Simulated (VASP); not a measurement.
# C (Cmme) in VASP: a series of runs, part 2 of 2

VASP 6.6.1. The steps go on from the part before.

## Step 4: Single point, PBE (13.30 Å³/atom)

This run uses another cell than the first one, of 13.30 Å³/atom.

Contents of INCAR:

```
SYSTEM = C
ALGO = Normal
EDIFF = 1E-6
ENCUT = 520
GGA = PE
ISIF = 2
ISMEAR = 0
LASPH = .TRUE.
LCHARG = .TRUE.
LELF = .TRUE.
LREAL = .FALSE.
LVHAR = .TRUE.
LWAVE = .FALSE.
NBANDS = 16
NELM = 60
PREC = Accurate
SIGMA = 0.15
```

Contents of KPOINTS:

```
k-points
0
G
  21 21 6
  0 0 0
```

Contents of POSCAR:

```
C
1.0
    1.2284355232     -2.3051558142      0.0000000000
    1.2284355232      2.3051558142      0.0000000000
    0.0000000000      0.0000000000      9.3963585176
C
4
Direct
    0.0833329406      0.9166670594      0.7503043452
    0.5833329406      0.4166670594      0.2496956548
    0.9166670594      0.0833329406      0.2496956548
    0.4166670594      0.5833329406      0.7503043452
```

Potentials or basis: VASP PAW PBE potentials, release 64 (C).

Launch:

```sh
$ cat potpaw_PBE.64/C/POTCAR > POTCAR
$ mpirun -np 1 vasp_std > vasp.out
```

OUTCAR:

```text
SYSTEM = C
   EDIFF = 1E-6
   ENCUT = 520
   GGA = PE
   ISIF = 2
   ISMEAR = 0
   LASPH = .TRUE.
   LREAL = .FALSE.
   NELM = 60
   PREC = Accurate

 ion  position               nearest neighbor table
   1  0.083  0.917  0.750-   4 1.45   4 1.45   4 1.54
   2  0.583  0.417  0.250-   3 1.45   3 1.45   3 1.54
   3  0.917  0.083  0.250-   2 1.45   2 1.45   2 1.54
   4  0.417  0.583  0.750-   1 1.45   1 1.45   1 1.54

  LATTYP: Found a base centered orthorhombic cell.
 ALAT       =     2.4568710464
 B/A-ratio  =     1.8764971956
 C/A-ratio  =     3.8245224679

  Lattice vectors:

 A1 = (   1.2284355232,  -2.3051558142,   0.0000000000)
 A2 = (   1.2284355232,   2.3051558142,   0.0000000000)
 A3 = (   0.0000000000,   0.0000000000,   9.3963585176)

Analysis of symmetry for initial positions (statically):
=====================================================================
 Subroutine PRICEL returns:
 Original cell was already a primitive cell.

 Routine SETGRP: Setting up the symmetry group for a
 base centered orthorhombic supercell.

 Subroutine GETGRP returns: Found  8 space group operations
 (whereof  4 operations were pure point group operations)
 out of a pool of  8 trial point group operations.

The static configuration has the point symmetry C_2h.
 The point group associated with its full space group is D_2h.

Analysis of symmetry for dynamics (positions and initial velocities):
=====================================================================
 Subroutine PRICEL returns:
 Original cell was already a primitive cell.

 Routine SETGRP: Setting up the symmetry group for a
 base centered orthorhombic supercell.

 Subroutine GETGRP returns: Found  8 space group operations
 (whereof  4 operations were pure point group operations)
 out of a pool of  8 trial point group operations.

The dynamic configuration has the point symmetry C_2h.
 The point group associated with its full space group is D_2h.

 Subroutine INISYM returns: Found  8 space group operations
 (whereof  4 operations are pure point group operations),
 and found     1 'primitive' translations

----------------------------------------------------------------------------------------

                                     Primitive cell

  volume of cell :      53.2160

  direct lattice vectors                    reciprocal lattice vectors
     1.228435523 -2.305155814  0.000000000     0.407021769 -0.216905077  0.000000000
     1.228435523  2.305155814  0.000000000     0.407021769  0.216905077  0.000000000
     0.000000000  0.000000000  9.396358518     0.000000000  0.000000000  0.106424207

  length of vectors
     2.612048461  2.612048461  9.396358518     0.461209858  0.461209858  0.106424207

  position of ions in fractional coordinates (direct lattice)
     0.083332941  0.916667059  0.750304345
     0.583332941  0.416667059  0.249695655
     0.916667059  0.083332941  0.249695655
     0.416667059  0.583332941  0.750304345

  ion indices of the primitive-cell ions
   primitive index   ion index
                 1           1
                 2           2
                 3           3
                 4           4

[... 26 lines left out ...]
 Following reciprocal coordinates:
            Coordinates               Weight
  0.000000  0.000000  0.000000      1.000000
  0.047619 -0.000000  0.000000      4.000000
  0.095238 -0.000000  0.000000      4.000000
  0.142857 -0.000000  0.000000      4.000000
  0.190476 -0.000000  0.000000      4.000000
  0.238095 -0.000000  0.000000      4.000000
[... 16 lines left out ...]
 -0.428571  0.047619  0.000000      4.000000
 -0.380952  0.047619  0.000000      4.000000
 [... further k-points ...]
   k-points           NKPTS =    484   k-points in BZ     NKDIM =    484   number of bands    NBANDS=     16
   number of dos      NEDOS =    301   number of ions     NIONS =      4
   total plane-waves  NPLWV =  28000
   dimension x,y,z NGX =    20 NGY =   20 NGZ =   70
   dimension x,y,z NGXF=    40 NGYF=   40 NGZF=  140
   ions per type =               4
   NGX,Y,Z   is equivalent  to a cutoff of  12.73, 12.73, 12.38 a.u.
   NGXF,Y,Z  is equivalent  to a cutoff of  25.46, 25.46, 24.77 a.u.
 SYSTEM =  C
   PREC   = accura    normal or accurate (medium, high low for compatibility)
   ISTART =      0    job   : 0-new  1-cont  2-samecut
   ICHARG =      2    charge: 1-file 2-atom 10-const
   ISPIN  =      1    spin polarized calculation?
   LNONCOLLINEAR =      F non collinear calculations
   LSORBIT =      F    spin-orbit coupling
   LASPH  =      T    aspherical Exc in radial PAW
   ENCUT  =  520.0 eV  38.22 Ry    6.18 a.u.   4.86  4.86 17.47*2*pi/ulx,y,z
   NELM   =     60;   NELMIN=  2; NELMDL= -5     # of ELM steps
   EDIFF  = 0.1E-05   stopping-criterion for ELM
   LREAL  =      F    real-space projection
   EDIFFG = 0.1E-04   stopping-criterion for IOM
   NSW    =      0    number of steps for IOM
   IBRION =     -1    ionic relax: 0-MD 1-quasi-New 2-CG
   NFREE  =      0    steps in history (QN), initial steepest desc. (CG)
   ISIF   =      2    stress and relaxation
   ISYM   =      2    0-nonsym 1-usesym 2-fastsym
   POTIM  = 0.5000    time-step for ionic-motion
   TEBEG  =    0.0;   TEEND  =   0.0 temperature during run
   PSTRESS=    0.0 pullay stress
   NELECT =      16.0000    total number of electrons
   NUPDOWN=      -1.0000    fix difference up-down
   EMIN   =  10.00;   EMAX   =-10.00  energy-range for DOS
   EFERMI =   0.00;   METHOD = LEGACY
   ISMEAR =     0;   SIGMA  =   0.15  broadening in eV -4-tet -1-fermi 0-gaus
   EFERMI_NEDOS =   21; number of points for ismear=-14 and -15
   IALGO  =     38    algorithm
   IMIX   =      4    mixing-type and parameters
     AMIX     =   0.40;   BMIX     =  1.00
     AMIX_MAG =   1.60;   BMIX_MAG =  1.00
  volume/ion in A,a.u.               =      13.30        89.78
  Fermi-wavevector in a.u.,A,eV,Ry     =   1.096733  2.072524 16.365392  1.202822
  Thomas-Fermi vector in A             =   2.233080
   LORBIT       =      0    0 simple, 1 ext, 2 COOP (PROOUT), +10 PAW based schemes
   GGA     = PE    functional components
   LHFCALC =     F    Hartree Fock is set to
   AEXX    =    0.0000 exact exchange contribution
   IVDW    =     0    specifies the selected vdW correction
   LEPSILON=     F    determine dielectric tensor
   LRPA    =     F    only Hartree local field effects (RPA)
 non-spin polarized calculation
 Gauss-broadening in eV      SIGMA  =   0.15
  energy-cutoff  :      520.00
  volume of cell :       53.22
 maximum number of plane-waves:      1472
   NGX =  9   NGY =  9   NGZ = 35

 number of electron      16.0000001 magnetization

 Free energy of the ion-electron system (eV)
  ---------------------------------------------------
  ext. energy  EPLUGINS =         0.00000000
  ---------------------------------------------------
  free energy    TOTEN  =       -36.29795578 eV

  energy without entropy =      -36.29793793  energy(sigma->0) =      -36.29794686

 E-fermi :   1.6422     XC(G=0):  -7.9737

 val. band max:        1.3088424058   @ k =   0.3333   0.2857   0.0000
 cond. band min:       1.9580798771   @ k =   0.3333   0.2857   0.0000
 fundamental gap:      0.6492374713
 Fermi energy:         1.6422300111

 k-point     1 :       0.0000    0.0000    0.0000
  band No.  band energies     occupation
      1     -17.0784      2.00000
      2     -17.0644      2.00000
      3      -5.4385      2.00000
      4      -5.1757      2.00000
      5      -1.6718      2.00000
      6      -1.6697      2.00000
[... 433 lines left out ...]
      3      -7.9867      2.00000
      4      -7.9819      2.00000
      5      -4.6251      2.00000
      6      -4.6236      2.00000
[... 8 lines left out ...]
     15      13.9144      0.00000
     16      15.9702      0.00000

 [... further k-points ...]

------------------------ aborting loop because EDIFF is reached ----------------------------------------

  FORCE on cell =-STRESS in cart. coord.  units (eV):
  Direction    XX          YY          ZZ          XY          YZ          ZX
  --------------------------------------------------------------------------------------
  -------------------------------------------------------------------------------------
  Total       -1.3014875    -15.5944567     -0.0326543      0.0000000      0.0000000      0.0000000
  in kB      -39.1839627   -469.5032507     -0.9831247      0.0000000      0.0000000      0.0000000
  external PRESSURE =    -169.8901127 kB  Pullay stress =       0.0000000 kB

 VOLUME and BASIS-vectors are now :
 -----------------------------------------------------------------------------
  energy-cutoff  :      520.00
  volume of cell :       53.22
      direct lattice vectors                 reciprocal lattice vectors
     1.228435523 -2.305155814  0.000000000     0.407021769 -0.216905077  0.000000000
     1.228435523  2.305155814  0.000000000     0.407021769  0.216905077  0.000000000
     0.000000000  0.000000000  9.396358518     0.000000000  0.000000000  0.106424207

 POSITION                                       TOTAL-FORCE (eV/Angst)
 -----------------------------------------------------------------------------------
      1.22844      1.92096      7.05013         0.000000     -0.090270     -0.000025
      1.22844     -0.38419      2.34623         0.000000     -0.090270      0.000025
      1.22844     -1.92096      2.34623         0.000000      0.090270      0.000025
      1.22844      0.38419      7.05013         0.000000      0.090270     -0.000025
 -----------------------------------------------------------------------------------
    total drift:                               -0.000000      0.000000      0.000000

  FREE ENERGIE OF THE ION-ELECTRON SYSTEM (eV)
  ---------------------------------------------------
  free  energy   TOTEN  =       -36.2979557820 eV

  energy  without entropy=      -36.2979379307  energy(sigma->0) =      -36.29794686
```

stdout:

```text
POSCAR found type information on POSCAR C
 POSCAR found :  1 types and       4 ions
 scaLAPACK will be used
 LDA part: xc-table for (Slater+PW92), standard interpolation
 POSCAR, INCAR and KPOINTS ok, starting setup
 FFT: planning ... GRIDC
 FFT: planning ... GRID_SOFT
 FFT: planning ... GRID
 WAVECAR not read
 entering main loop
```

Wall time 7.6 min (1 thread of Oxide Virtual Turin-like, shared host); peak memory 0.36 GiB.

Results:

- Free energy: -36.2980 eV
- Pressure: -17.0 GPa
- Largest force: 0.090 eV/Å

Forces on the atoms (eV/Å):
```
C    0.000 -0.090  0.000
C    0.000 -0.090  0.000
C    0.000  0.090  0.000
C    0.000  0.090  0.000
```

Stress tensor (GPa, compression positive):
```
 -3.92   0.00   0.00
  0.00 -46.95   0.00
  0.00   0.00  -0.10
```

Caveat: the stress differs along the axes, from -47 to -0 GPa; this functional lacks dispersion, which binds layers or chains, so the pressure and a relaxed spacing across them are unreliable.

## Step 5: Single point, PBE (13.30 Å³/atom)

This run uses another cell than the first one, of 13.30 Å³/atom.

Contents of INCAR:

```
  ALGO = Normal
  EDIFF = 1E-7
  ENCUT = 520
  GGA = PE
  ISIF = 2
  ISMEAR = 0
  LASPH = T
  LCHARG = T
  LELF = T
  LREAL = F
  LVHAR = T
  LWAVE = F
  NBANDS = 16
  NELM = 60
  PREC = Accurate
  SIGMA = 0.15
```

Contents of KPOINTS:

```
k-points
0
Gamma
  21 21 6
```

Contents of POSCAR:

```
C
1.0
    1.3670062800     -2.1852001154      0.0000000000
    1.3670062800      2.1852001154      0.0000000000
    0.0000000000      0.0000000000      8.9073908109
C
4
Direct
    0.0833329406      0.9166670594      0.7503043452
    0.5833329406      0.4166670594      0.2496956548
    0.9166670594      0.0833329406      0.2496956548
    0.4166670594      0.5833329406      0.7503043452
```

Launch:

```sh
$ cat potpaw_PBE.64/C/POTCAR > POTCAR
$ mpirun -np 1 vasp_std > vasp.out
```

Run time: 9.6 min. Hardware: 1 thread of Oxide Virtual Turin-like, shared host; peak memory 0.36 GiB.

Results (log left out):

```yaml
Free_energy: -35.6972 eV
Pressure: -28.3 GPa
Largest_force: 0.042 eV/Å
```

Forces in eV/Å, atoms in the order of the input:
```
C    0.000 -0.042  0.000
C    0.000 -0.042  0.000
C    0.000  0.042  0.000
C    0.000  0.042  0.000
```

Stress tensor (GPa, compression positive):
```
-61.57   0.00   0.00
  0.00 -23.39   0.00
  0.00   0.00  -0.05
```

Caveat: the stress differs along the axes, from -62 to -0 GPa; this functional lacks dispersion, which binds layers or chains, so the pressure and a relaxed spacing across them are unreliable.

## Step 6: Summary

| cell | pressure (GPa) | largest force (eV/Å) |
| --- | --- | --- |
| a = 2.551, b = 2.551, c = 9.006 Å, angles 90.0, 90.0, 120.0°, 4 atoms | -17.6 | - |
| a = 2.586, b = 2.586, c = 9.068 Å, angles 90.0, 90.0, 118.7°, 4 atoms | -25.6 | 0.02 |
| a = 2.612, b = 2.612, c = 9.396 Å, angles 90.0, 90.0, 123.9°, 4 atoms | -17.0 | 0.09 |
| a = 2.578, b = 2.578, c = 8.907 Å, angles 90.0, 90.0, 115.9°, 4 atoms | -28.3 | 0.04 |

Alike in all rows: task single point; level PBE; potentials or basis VASP PAW PBE potentials, release 64 (C); no spin polarisation; k mesh 21 × 21 × 6; cutoff (eV) 520; smearing gaussian 0.15 eV.

Caveats: this functional lacks dispersion, which binds layers or chains, so the pressure and a relaxed spacing across them are unreliable; the stress differs along the axes, from -26 to -0 GPa (at least some runs); the stress differs along the axes, from -45 to -0 GPa (at least some runs); the stress differs along the axes, from -47 to -0 GPa (at least some runs); the stress differs along the axes, from -62 to -0 GPa (at least some runs).

Absolute energies hang on the potentials; compare differences alone.
